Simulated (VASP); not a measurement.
# CaO (Fm-3m) in VASP: further runs

Aim: see how the results for CaO move with the level of theory and the settings. Levels: PBEsol, LDA, PBE. Tasks: single point.

Everything below comes from runs of VASP 6.6.1. Logs are shortened: lines on timing, memory, paths and dates and some standing lists are left out, and cuts for length are marked.

## (1) The cell of the first run

The structure is cubic, space group Fm-3m (No. 225). The conventional cell has a = 4.870 Å, b = 4.870 Å, c = 4.870 Å, α = 90.00°, β = 90.00°, γ = 90.00°. Within 3.2 Å of Ca (site symmetry m-3m) lie 6 O at 2.44 Å. O (site symmetry m-3m) has 6 Ca at 2.44 Å within 3.2 Å.

## (2) Single point, PBEsol (volume scaled by 1.04)

INCAR

```
SYSTEM = CaO
PREC = Accurate
ENCUT = 520
EDIFF = 1E-6
ISMEAR = -1
SIGMA = 0.05
LREAL = .FALSE.
LASPH = .TRUE.
NELM = 60
ALGO = Normal
ISIF = 2
LWAVE = .FALSE.
LCHARG = .FALSE.
GGA = PS
NBANDS = 15
```

KPOINTS

```
regular mesh
0
G
  10 10 10
  0 0 0
```

POSCAR

```
CaO
1.0
    0.0000000000      2.4351850560      2.4351850560
    2.4351850560      0.0000000000      2.4351850560
    2.4351850560      2.4351850560      0.0000000000
Ca O
1 1
Direct
    0.0000000000      0.0000000000      0.0000000000
    0.5000000000      0.5000000000      0.5000000000
```

Potentials or basis: VASP PAW PBE potentials, release 64 (Ca_sv, O).

Launch:

```sh
$ cat potpaw_PBE.64/Ca_sv/POTCAR potpaw_PBE.64/O/POTCAR > POTCAR
$ mpirun -np 1 vasp_std > vasp.out
```

OUTCAR:

```text
SYSTEM = CaO
   PREC = Accurate
   ENCUT = 520
   EDIFF = 1E-6
   ISMEAR = -1
   LREAL = .FALSE.
   LASPH = .TRUE.
   NELM = 60
   ISIF = 2
   GGA = PS

 ion  position               nearest neighbor table
   1  0.000  0.000  0.000-   2 2.44   2 2.44   2 2.44   2 2.44   2 2.44   2 2.44
   2  0.500  0.500  0.500-   1 2.44   1 2.44   1 2.44   1 2.44   1 2.44   1 2.44

  LATTYP: Found a face centered cubic cell.
 ALAT       =     4.8703701120

  Lattice vectors:

 A1 = (   0.0000000000,   2.4351850560,   2.4351850560)
 A2 = (   2.4351850560,   0.0000000000,   2.4351850560)
 A3 = (   2.4351850560,   2.4351850560,   0.0000000000)

Analysis of symmetry for initial positions (statically):
=====================================================================
 Subroutine PRICEL returns:
 Original cell was already a primitive cell.

 Routine SETGRP: Setting up the symmetry group for a
 face centered cubic supercell.

 Subroutine GETGRP returns: Found 48 space group operations
 (whereof 48 operations were pure point group operations)
 out of a pool of 48 trial point group operations.

The static configuration has the point symmetry O_h .

Analysis of symmetry for dynamics (positions and initial velocities):
=====================================================================
 Subroutine PRICEL returns:
 Original cell was already a primitive cell.

 Routine SETGRP: Setting up the symmetry group for a
 face centered cubic supercell.

 Subroutine GETGRP returns: Found 48 space group operations
 (whereof 48 operations were pure point group operations)
 out of a pool of 48 trial point group operations.

The dynamic configuration has the point symmetry O_h .

 Subroutine INISYM returns: Found 48 space group operations
 (whereof 48 operations are pure point group operations),
 and found     1 'primitive' translations

----------------------------------------------------------------------------------------

                                     Primitive cell

  volume of cell :      28.8819

  direct lattice vectors                    reciprocal lattice vectors
     0.000000000  2.435185056  2.435185056    -0.205323205  0.205323205  0.205323205
     2.435185056  0.000000000  2.435185056     0.205323205 -0.205323205  0.205323205
     2.435185056  2.435185056  0.000000000     0.205323205  0.205323205 -0.205323205

  length of vectors
[... 91 lines left out ...]
   TEBEG  =    0.0;   TEEND  =   0.0 temperature during run
   PSTRESS=    0.0 pullay stress
   NELECT =      16.0000    total number of electrons
   NUPDOWN=      -1.0000    fix difference up-down
   EMIN   =  10.00;   EMAX   =-10.00  energy-range for DOS
   EFERMI =   0.00;   METHOD = LEGACY
   ISMEAR =    -1;   SIGMA  =   0.05  broadening in eV -4-tet -1-fermi 0-gaus
   EFERMI_NEDOS =   21; number of points for ismear=-14 and -15
   IALGO  =     38    algorithm
   IMIX   =      4    mixing-type and parameters
     AMIX     =   0.40;   BMIX     =  1.00
     AMIX_MAG =   1.60;   BMIX_MAG =  1.00
  volume/ion in A,a.u.               =      14.44        97.45
  Fermi-wavevector in a.u.,A,eV,Ry     =   1.344537  2.540807 24.596348  1.807781
  Thomas-Fermi vector in A             =   2.472523
   LORBIT       =      0    0 simple, 1 ext, 2 COOP (PROOUT), +10 PAW based schemes
   GGA     = PS    functional components
   LHFCALC =     F    Hartree Fock is set to
   AEXX    =    0.0000 exact exchange contribution
   IVDW    =     0    specifies the selected vdW correction
   LEPSILON=     F    determine dielectric tensor
   LRPA    =     F    only Hartree local field effects (RPA)
 non-spin polarized calculation
  energy-cutoff  :      520.00
  volume of cell :       28.88
 maximum number of plane-waves:       794
 NGX is ok and might be reduce to    28
   NGX = 13   NGY = 13   NGZ = 13

 number of electron      16.0000003 magnetization

 Free energy of the ion-electron system (eV)
  ---------------------------------------------------
  ext. energy  EPLUGINS =         0.00000000
  ---------------------------------------------------
  free energy    TOTEN  =       -13.38086988 eV

  energy without entropy =      -13.38086988  energy(sigma->0) =      -13.38086988

 E-fermi :   2.9503     XC(G=0): -10.5402

 val. band max:        1.9746960072   @ k =   0.0000   0.0000   0.0000
 cond. band min:       5.5233926334   @ k =   0.5000   0.5000   0.0000
 fundamental gap:      3.5486966261
 Fermi energy:         2.9502821837

 k-point     1 :       0.0000    0.0000    0.0000
  band No.  band energies     occupation
      1     -35.5741      2.00000
      2     -16.4419      2.00000
      3     -16.4419      2.00000
      4     -16.4419      2.00000
      5     -13.3926      2.00000
      6       1.9747      2.00000
      7       1.9747      2.00000
      8       1.9747      2.00000
      9       6.2291      0.00000
     10       8.0737      0.00000
     11       8.0737      0.00000
     12       8.0737      0.00000
     13       9.5403      0.00000
     14       9.5403      0.00000
[... 401 lines left out ...]
      2     -17.0140      2.00000
      3     -16.6220      2.00000
      4     -16.5978      2.00000
      5     -12.9116      2.00000
      6       0.3019      2.00000
      7       1.4217      2.00000
      8       1.5224      2.00000
      9       6.1761      0.00000
     10       9.2525      0.00000
     11      10.5546      0.00000
     12      10.6265      0.00000
     13      10.7760      0.00000
     14      12.3741      0.00000
     15      16.8890      0.00000

 [... further k-points ...]

------------------------ aborting loop because EDIFF is reached ----------------------------------------

  FORCE on cell =-STRESS in cart. coord.  units (eV):
  Direction    XX          YY          ZZ          XY          YZ          ZX
  --------------------------------------------------------------------------------------
  -------------------------------------------------------------------------------------
  Total       -1.0763743     -1.0763743     -1.0763743     -0.0000000      0.0000000     -0.0000000
  in kB      -59.7101292    -59.7101292    -59.7101292     -0.0000000      0.0000000     -0.0000000
  external PRESSURE =     -59.7101292 kB  Pullay stress =       0.0000000 kB

 VOLUME and BASIS-vectors are now :
 -----------------------------------------------------------------------------
  energy-cutoff  :      520.00
  volume of cell :       28.88
      direct lattice vectors                 reciprocal lattice vectors
     0.000000000  2.435185056  2.435185056    -0.205323205  0.205323205  0.205323205
     2.435185056  0.000000000  2.435185056     0.205323205 -0.205323205  0.205323205
     2.435185056  2.435185056  0.000000000     0.205323205  0.205323205 -0.205323205

 POSITION                                       TOTAL-FORCE (eV/Angst)
 -----------------------------------------------------------------------------------
      0.00000      0.00000      0.00000         0.000000     -0.000000      0.000000
      2.43519      2.43519      2.43519        -0.000000      0.000000     -0.000000
 -----------------------------------------------------------------------------------
    total drift:                                0.000000      0.000000      0.000000

  FREE ENERGIE OF THE ION-ELECTRON SYSTEM (eV)
  ---------------------------------------------------
  free  energy   TOTEN  =       -13.3808698813 eV

  energy  without entropy=      -13.3808698813  energy(sigma->0) =      -13.38086988
```

OSZICAR:

```text
N       E                     dE             d eps       ncg     rms          rms(c)
DAV:   1     0.123410138750E+03    0.12341E+03   -0.83050E+03  1410   0.109E+03
DAV:   2    -0.962945302644E+01   -0.13304E+03   -0.12393E+03  1781   0.287E+02
DAV:   3    -0.147508923266E+02   -0.51214E+01   -0.50857E+01  1690   0.581E+01
DAV:   4    -0.148944817383E+02   -0.14359E+00   -0.14354E+00  2019   0.864E+00
DAV:   5    -0.148958938414E+02   -0.14121E-02   -0.14121E-02  1613   0.790E-01    0.806E+00
DAV:   6    -0.134900510819E+02    0.14058E+01   -0.44741E+00  1579   0.206E+01    0.368E+00
DAV:   7    -0.133974137061E+02    0.92637E-01   -0.38241E-01  1599   0.630E+00    0.179E+00
DAV:   8    -0.133814487923E+02    0.15965E-01   -0.73132E-02  1809   0.295E+00    0.377E-01
DAV:   9    -0.133804972753E+02    0.95152E-03   -0.45484E-03  1445   0.550E-01    0.107E-01
DAV:  10    -0.133809105145E+02   -0.41324E-03   -0.56312E-04  1746   0.272E-01    0.639E-02
DAV:  11    -0.133808713865E+02    0.39128E-04   -0.50118E-05  1901   0.985E-02    0.947E-03
DAV:  12    -0.133808698885E+02    0.14979E-05   -0.97786E-06  1679   0.362E-02    0.509E-03
DAV:  13    -0.133808698813E+02    0.71991E-08   -0.59527E-07  1063   0.934E-03
   1 F= -.13380870E+02 E0= -.13380870E+02  d E =-.534082E-10
```

It took 18 s on 1 thread of Intel Xeon Platinum 8375C at 2.90GHz (Ice Lake), shared host; peak memory 0.17 GiB.

What came out:

| Quantity | Value |
| --- | --- |
| Free energy | -13.3809 eV |
| Pressure | -6.0 GPa |
| Band gap on the k mesh | 3.55 eV, indirect (least direct gap 3.93 eV) |

Caveat: the cell differs from its parent crystal (volume scaled by 1.04); the PAW data sets were made with another functional, which shifts forces and pressure a little.

## (3) Single point, LDA

This run uses another cell than the first one, of 13.05 Å³/atom, 0.903 times its volume.

INCAR

```
PREC = Accurate
ENCUT = 520
EDIFF = 1E-7
ISMEAR = -1
SIGMA = 0.05
LREAL = F
LASPH = T
NELM = 100
ALGO = Normal
ISIF = 2
LWAVE = F
LCHARG = F
NBANDS = 15
```

KPOINTS

```
regular mesh
0
Gamma
  10 10 10
```

POSCAR

```
CaO
1.0
    0.0000000000      2.3541334505      2.3541334505
    2.3541334505      0.0000000000      2.3541334505
    2.3541334505      2.3541334505      0.0000000000
Ca O
1 1
Direct
    0.0000000000      0.0000000000      0.0000000000
    0.5000000000      0.5000000000      0.5000000000
```

Potentials or basis: VASP PAW LDA potentials, release 64 (Ca_sv, O).

Launch:

```sh
$ cat potpaw_LDA.64/Ca_sv/POTCAR potpaw_LDA.64/O/POTCAR > POTCAR
$ mpirun -np 1 vasp_std > vasp.out
```

It took 14 s on 1 thread of Intel Xeon 6975P-C (Granite Rapids), shared host; peak memory 0.15 GiB.

The run converged. Its results:

* Free energy: -14.2204 eV
* Pressure: 1.0 GPa
* Band gap on the k mesh: 3.42 eV, indirect (least direct gap 3.78 eV)

Levels at points of the mesh, in eV from the valence-band top:
| k point | band 5 | band 6 | band 7 | band 8 | band 9 | band 10 | band 11 | band 12 |
| --- | --- | --- | --- | --- | --- | --- | --- | --- |
| (0.00, 0.00, 0.00) | -15.33 | 0.00 | 0.00 | 0.00 | 5.08 | 6.25 | 6.25 | 6.25 |
| (0.50, 0.00, 0.00) | -13.79 | -2.86 | -1.36 | -1.36 | 7.24 | 8.64 | 8.64 | 8.79 |
| (0.50, 0.50, 0.00) | -15.09 | -1.27 | -0.36 | -0.36 | 3.42 | 8.49 | 9.23 | 9.96 |

A k mesh can miss the band edges. As with any semilocal functional, this LDA gap is likely too small.

## (4) Single point, PBE

This run uses another cell than the first one, of 13.89 Å³/atom, 0.962 times its volume.

INCAR

```
ALGO = Normal ; EDIFF = 1E-7
ENCUT = 520 ; GGA = PE
ISIF = 2 ; ISMEAR = 0
LASPH = T ; LCHARG = F
LREAL = F ; LWAVE = F
NBANDS = 15 ; NELM = 100
PREC = Accurate ; SIGMA = 0.027000000000000003
```

KPOINTS

```
k-points
0
Gamma
  10 10 10
```

POSCAR

```
CaO
1.0
    0.0000000000      2.4035556960      2.4035556960
    2.4035556960      0.0000000000      2.4035556960
    2.4035556960      2.4035556960      0.0000000000
Ca O
1 1
Direct
    0.0000000000      0.0000000000      0.0000000000
    0.5000000000      0.5000000000      0.5000000000
```

Potentials or basis: VASP PAW PBE potentials, release 64 (Ca_sv, O).

Launch:

```sh
$ cat potpaw_PBE.64/Ca_sv/POTCAR potpaw_PBE.64/O/POTCAR > POTCAR
$ mpirun -np 1 vasp_std > vasp.out
```

It took 12 s on 1 thread of Intel Xeon 6975P-C (Granite Rapids), shared host; peak memory 0.17 GiB.

Results (log left out):

```
Free energy            : -12.8014 eV
Pressure               : 2.2 GPa
Band gap on the k mesh : 3.64 eV, indirect (least direct gap 4.01 eV)
```

Levels at points of the mesh, in eV from the valence-band top:
| k point | band 4 | band 5 | band 6 | band 7 | band 8 | band 9 | band 10 | band 11 | band 12 | band 13 |
| --- | --- | --- | --- | --- | --- | --- | --- | --- | --- | --- |
| (0.00, 0.00, 0.00) | -18.40 | -15.53 | 0.00 | 0.00 | 0.00 | 4.71 | 6.22 | 6.22 | 6.22 | 7.73 |
| (0.50, 0.00, 0.00) | -18.46 | -14.34 | -2.64 | -1.20 | -1.20 | 7.05 | 8.35 | 8.35 | 8.50 | 10.42 |
| (0.50, 0.50, 0.00) | -18.63 | -15.29 | -1.30 | -0.37 | -0.37 | 3.64 | 8.04 | 8.89 | 9.53 | 9.53 |

A k mesh can miss the band edges.

## (5) Single point, PBE

This run uses another cell than the first one, of 13.89 Å³/atom, 0.962 times its volume.

INCAR

```
SYSTEM = CaO
PREC     = Accurate       ! precision mode
ENCUT    = 520            ! plane-wave cutoff, eV
EDIFF    = 1E-6           ! SCF threshold, eV
ISMEAR   = 0              ! smearing method
SIGMA    = 0.014          ! smearing width, eV
LREAL    = .False.        ! projectors in reciprocal space
LASPH    = .True.         ! aspherical terms in the spheres
NELM     = 60             ! most SCF steps
ALGO     = Normal         ! electronic algorithm
ISIF     = 2              ! what is computed and relaxed
LWAVE    = .False.        ! write WAVECAR
LCHARG   = .False.        ! write CHGCAR
GGA      = PE             ! functional
NBANDS   = 15             ! bands
```

KPOINTS

```
Automatic mesh
0
Gamma
  10 10 10
  0 0 0
```

POSCAR is that of step 4.

Potentials or basis: VASP PAW PBE potentials, release 64 (Ca_sv, O).

Launch:

```sh
$ cat potpaw_PBE.64/Ca_sv/POTCAR potpaw_PBE.64/O/POTCAR > POTCAR
$ mpirun -np 1 vasp_std > vasp.out
```

OUTCAR:

```text
SYSTEM = CaO
   PREC = Accurate
   ENCUT = 520
   EDIFF = 1E-6
   ISMEAR = 0
   LREAL = .False.
   LASPH = .True.
   NELM = 60
   ISIF = 2
   GGA = PE

 ion  position               nearest neighbor table
   1  0.000  0.000  0.000-   2 2.40   2 2.40   2 2.40   2 2.40   2 2.40   2 2.40
   2  0.500  0.500  0.500-   1 2.40   1 2.40   1 2.40   1 2.40   1 2.40   1 2.40

  LATTYP: Found a face centered cubic cell.
 ALAT       =     4.8071113920

  Lattice vectors:

 A1 = (   0.0000000000,   2.4035556960,   2.4035556960)
 A2 = (   2.4035556960,   0.0000000000,   2.4035556960)
[... 619 lines left out ...]

  FORCE on cell =-STRESS in cart. coord.  units (eV):
  Direction    XX          YY          ZZ          XY          YZ          ZX
  --------------------------------------------------------------------------------------
  -------------------------------------------------------------------------------------
  Total        0.3769269      0.3769269      0.3769269     -0.0000000      0.0000000      0.0000000
  in kB       21.7457875     21.7457875     21.7457875     -0.0000000      0.0000000      0.0000000
  external PRESSURE =      21.7457875 kB  Pullay stress =       0.0000000 kB

 VOLUME and BASIS-vectors are now :
 -----------------------------------------------------------------------------
  energy-cutoff  :      520.00
  volume of cell :       27.77
      direct lattice vectors                 reciprocal lattice vectors
     0.000000000  2.403555696  2.403555696    -0.208025136  0.208025136  0.208025136
     2.403555696  0.000000000  2.403555696     0.208025136 -0.208025136  0.208025136
     2.403555696  2.403555696  0.000000000     0.208025136  0.208025136 -0.208025136

 POSITION                                       TOTAL-FORCE (eV/Angst)
 -----------------------------------------------------------------------------------
      0.00000      0.00000      0.00000        -0.000000     -0.000000     -0.000000
      2.40356      2.40356      2.40356         0.000000      0.000000      0.000000
 -----------------------------------------------------------------------------------
    total drift:                                0.000000      0.000000      0.000000

  FREE ENERGIE OF THE ION-ELECTRON SYSTEM (eV)
  ---------------------------------------------------
  free  energy   TOTEN  =       -12.8013770495 eV

  energy  without entropy=      -12.8013770495  energy(sigma->0) =      -12.80137705
```

OSZICAR:

```text
N       E                     dE             d eps       ncg     rms          rms(c)
DAV:   1     0.123280255070E+03    0.12328E+03   -0.82952E+03  1410   0.109E+03
DAV:   2    -0.928499651656E+01   -0.13257E+03   -0.12316E+03  1767   0.289E+02
DAV:   3    -0.143718596471E+02   -0.50869E+01   -0.50497E+01  1712   0.589E+01
DAV:   4    -0.145119641808E+02   -0.14010E+00   -0.14002E+00  1978   0.857E+00
DAV:   5    -0.145131264226E+02   -0.11622E-02   -0.11622E-02  1699   0.764E-01    0.856E+00
DAV:   6    -0.128782666314E+02    0.16349E+01   -0.51011E+00  1600   0.220E+01    0.359E+00
DAV:   7    -0.128047441569E+02    0.73522E-01   -0.40716E-01  1585   0.660E+00    0.180E+00
DAV:   8    -0.128022370886E+02    0.25071E-02   -0.75381E-02  1823   0.296E+00    0.419E-01
DAV:   9    -0.128007438824E+02    0.14932E-02   -0.45518E-03  1452   0.564E-01    0.109E-01
DAV:  10    -0.128014008524E+02   -0.65697E-03   -0.72411E-04  1746   0.242E-01    0.424E-02
DAV:  11    -0.128013772523E+02    0.23600E-04   -0.48434E-05  1688   0.826E-02    0.678E-03
DAV:  12    -0.128013770495E+02    0.20277E-06   -0.71953E-06  1676   0.237E-02
   1 F= -.12801377E+02 E0= -.12801377E+02  d E =-.231186E-23
```

Wall time 9.9 s (1 thread of Intel Xeon 6975P-C (Granite Rapids), shared host); peak memory 0.16 GiB.

What came out:

```
Free energy            : -12.8014 eV
Pressure               : 2.2 GPa
Band gap on the k mesh : 3.64 eV, indirect (least direct gap 4.01 eV)
```

Levels at points of the mesh, in eV from the valence-band top:
| k point | band 6 | band 7 | band 8 | band 9 | band 10 | band 11 |
| --- | --- | --- | --- | --- | --- | --- |
| (0.00, 0.00, 0.00) | 0.00 | 0.00 | 0.00 | 4.71 | 6.22 | 6.22 |
| (0.50, 0.00, 0.00) | -2.64 | -1.20 | -1.20 | 7.05 | 8.35 | 8.35 |
| (0.50, 0.50, 0.00) | -1.30 | -0.37 | -0.37 | 3.64 | 8.04 | 8.89 |

## (6) The runs side by side

```csv
level,potentials or basis,cell,smearing,gap on the mesh (eV),pressure (GPa)
PBEsol,"VASP PAW PBE potentials, release 64 (Ca_sv, O)","a = 3.444 Å, angles 60.0°, 2 atoms",fermi-dirac 0.05 eV,3.55,-6.0
LDA,"VASP PAW LDA potentials, release 64 (Ca_sv, O)","a = 3.329 Å, angles 60.0°, 2 atoms",fermi-dirac 0.05 eV,3.42,1.0
PBE,"VASP PAW PBE potentials, release 64 (Ca_sv, O)","a = 3.399 Å, angles 60.0°, 2 atoms",gaussian 0.027 eV,3.64,2.2
PBE,"VASP PAW PBE potentials, release 64 (Ca_sv, O)","a = 3.399 Å, angles 60.0°, 2 atoms",gaussian 0.014 eV,3.64,2.2
```

Alike in all rows: task single point; no spin polarisation; k mesh 10 × 10 × 10; cutoff (eV) 520.

Caveats: the PAW data sets were made with another functional, which shifts forces and pressure a little (some runs).

Absolute energies hang on the potentials; compare differences alone.
